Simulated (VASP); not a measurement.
Wanted: the native input for a VASP 6.6.1 run.

```
Task                   : single point
Functional             : PBEsol
Potentials or basis    : VASP PAW PBE potentials, release 64 (Ru_pv, S)
Cutoff                 : 520 eV
k mesh                 : 6 × 6 × 4
Occupations            : gaussian, width 0.1 eV
Spin                   : collinear spin, ferromagnetic start
Starting moments       : [1.0, 0.0, 0.0] μB
Dipole correction      : no
Further INCAR settings : ALGO = Normal; EDIFF = 1e-06; NBANDS = 24
```

The structure of RuS2 lies in POSCAR:

```
RuS2
1.0
    3.4432428772      0.0000000000      0.0000000000
   -1.7216214386      2.9819358031      0.0000000000
    0.0000000000      0.0000000000      5.5879427517
Ru S
1 2
Direct
    0.0000000000      0.0000000000      0.0000000000
    0.6666666667      0.3333333333      0.7531560895
    0.3333333333      0.6666666667      0.2468439105
```

One way to write it, as run:

INCAR

```
PREC = Accurate ; ENCUT = 520
EDIFF = 1E-6 ; ISMEAR = 0
SIGMA = 0.1 ; LREAL = False
LASPH = True ; NELM = 150
ALGO = Normal ; ISIF = 2
LWAVE = False ; LCHARG = False
ISPIN = 2 ; MAGMOM = 1 0 0
LORBIT = 11 ; LMAXMIX = 4
GGA = PS ; NBANDS = 24
```

KPOINTS

```
Automatic mesh
0
Gamma
  6 6 4
```

Potentials or basis: VASP PAW PBE potentials, release 64 (Ru_pv, S).

Run with:

```sh
$ cat potpaw_PBE.64/Ru_pv/POTCAR potpaw_PBE.64/S/POTCAR > POTCAR
$ mpirun -np 1 vasp_std > vasp.out
```

Results of the run:

```
Pressure                                              : -10.4 GPa
Largest force                                         : 1.003 eV/Å
Net moment                                            : 0.97 μB per cell
Site moments                                          : Ru +0.68; S +0.08 μB
Valence electrons inside the program's atomic spheres : Ru 12.49; S 3.59
```

Caveat: the PAW data sets were made with another functional, which shifts forces and pressure a little.

It took 46 s on 1 thread of Intel(R) Xeon(R) Platinum 8559C (Emerald Rapids), with other jobs on the host, peak memory 0.23 GiB.
